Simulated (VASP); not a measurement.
# WSe2: single point with PBEsol

The system is WSe2, a slab with vacuum.

```
W Se
1.0
     3.18290    0.00000    0.00000
    -1.59145    2.75647    0.00000
     0.00000    0.00000   16.66114
W Se
1 2
Direct
  0.00000 0.00000 0.99897
  0.33333 0.66667 0.10160
  0.33333 0.66667 0.90080
```

| Item | Value |
| --- | --- |
| Program | VASP 6.6.1 |
| Task | single point |
| Functional | PBEsol |
| Potentials or basis | VASP PAW PBE potentials, release 64 (W_sv, Se) |
| Cutoff | 520 eV |
| k mesh | 9 × 9 × 2 |
| Occupations | gaussian, width 0.05 eV |
| Spin | no spin polarisation |

- Largest force: 1.385 eV/Å
- Band gap on the k mesh: 1.74 eV, indirect (least direct gap 2.01 eV)

Forces on the atoms (eV/Å):
```
W    0.000  0.000  1.263
Se   0.000  0.000  0.122
Se   0.000  0.000 -1.385
```

Levels at points of the mesh, in eV from the valence-band top:
| k point | band 9 | band 10 | band 11 | band 12 | band 13 | band 14 | band 15 | band 16 | band 17 | band 18 |
| --- | --- | --- | --- | --- | --- | --- | --- | --- | --- | --- |
| (0.00, 0.00, 0.00) | -2.31 | -2.31 | -1.01 | -1.01 | -0.61 | 3.33 | 3.33 | 3.63 | 3.63 | 4.46 |
| (0.00, 0.00, 0.50) | -2.31 | -2.31 | -1.01 | -1.01 | -0.61 | 3.33 | 3.33 | 3.63 | 3.63 | 4.60 |

Wall time 82 s on 1 thread of Intel(R) Xeon(R) Platinum 8259CL CPU @ 2.50GHz (Skylake/Cascade Lake), with other jobs on the host, peak memory 0.27 GiB.

Caveat: the PAW data sets were made with another functional, which shifts forces and pressure a little; spin-orbit coupling is left out, which moves the levels of the heavy elements.
